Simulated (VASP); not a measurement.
Crystal: ZrC.

```xyz
2
Lattice="0.0000 2.5455 2.5455 2.5455 0.0000 2.5455 2.5455 2.5455 0.0000" Properties=species:S:1:pos:R:3 pbc="T T T"
Zr    2.5455    2.5455    2.5455
C     3.8183    3.8183    3.8183
```

Program: VASP 6.6.1. Alike in all runs: task single point; potentials or basis VASP PAW PBE potentials, release 64 (Zr_sv, C); no spin polarisation; cell as given; k mesh 5 × 5 × 5.

Order these runs on this cell by their band gap on the k mesh, lowest first.
A. level r2SCAN-based global hybrid with 10 % exact exchange; cutoff (eV) 520; smearing fermi-dirac 0.05 eV; grid for exact exchange (PRECFOCK) Normal; share of exact exchange 0.1
B. level r2SCAN-based global hybrid with 50 % exact exchange; cutoff (eV) 520; smearing fermi-dirac 0.05 eV; grid for exact exchange (PRECFOCK) Normal; share of exact exchange 0.5
C. level r2SCAN-based global hybrid with 15 % exact exchange; cutoff (eV) 520; smearing fermi-dirac 0.05 eV; grid for exact exchange (PRECFOCK) Normal; share of exact exchange 0.15
D. level PBE; cutoff (eV) 600; smearing fermi-dirac 0.03 eV
E. level r2SCAN; cutoff (eV) 520; smearing fermi-dirac 0.05 eV

D (0.78 eV), E (1.02 eV), A (1.54 eV), C (1.81 eV), B (3.79 eV).

Caveats: all runs use coarse meshes; an odd mesh through Γ misses points on the zone boundary, where band edges can lie.
